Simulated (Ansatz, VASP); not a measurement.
One calculation of Lu, two programs

```
Lu
1.0
    -1.94997    1.94997    1.94997
     1.94997   -1.94997    1.94997
     1.94997    1.94997   -1.94997
Lu
1
Direct
  0.00000 0.00000 0.00000
```

Alike in both runs: functional PBE; k mesh 15 × 15 × 15; occupations fermi-dirac, width 0.08 eV; no spin polarisation.

Ansatz relaxed the structure, and its values are those at the end. VASP's run is a single point on that final structure, the one shown.

|  | VASP | Ansatz |
| --- | --- | --- |
| version | VASP 6.6.1 | Ansatz 0.2.0 |
| potentials or method | VASP PAW PBE potentials, release 64 (Lu) | PAW with Ansatz's default frozen-core files, scalar-relativistic |
| plane-wave cutoff (eV) | 520 | 420 |
| valence electrons in the cell | 25 | 25 |

```csv
,VASP,Ansatz,Ansatz less VASP
pressure (GPa),0.1,0.0,-0.13
```

Spin-orbit coupling is off throughout.
